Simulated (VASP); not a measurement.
Be3Ag, 20 atoms in the cell. The cell holds a disordered packing, 20 atoms: a = 5.997 Å, b = 5.839 Å, c = 6.053 Å, α = 89.94°, β = 93.12°, γ = 89.84°. 

* Program: VASP 6.6.1
* Task: relaxation of cell and atoms
* Functional: PBE
* Potentials or basis: VASP PAW PBE potentials, release 64 (Be, Ag)
* Cutoff: 600 eV
* k mesh: 2 × 2 × 2, shifted
* Occupations: gaussian, width 0.1 eV
* Spin: no spin polarisation
* Dipole correction: no
* Further INCAR settings: LREAL = Auto; ALGO = Normal; EDIFF = 1e-06; ISYM = 0; IBRION = 2; EDIFFG = -0.04; NSW = 90; ISIF = 3

Potentials or basis: VASP PAW PBE potentials, release 64 (Be, Ag).

Run with:

```console
$ cat potpaw_PBE.64/Be/POTCAR potpaw_PBE.64/Ag/POTCAR > POTCAR
$ mpirun -np 1 vasp_std > vasp.out
```

Hardware: 1 thread of AMD EPYC 9R45 96-Core Processor (Zen 5) (shared host).

Task: How long does it take, and how much memory?

Result: Wall time 15 min on 1 thread of AMD EPYC 9R45 96-Core Processor (Zen 5), with other jobs on the host, peak memory 0.33 GiB. Counts: scf iterations 224, k points 4, ion steps 31.
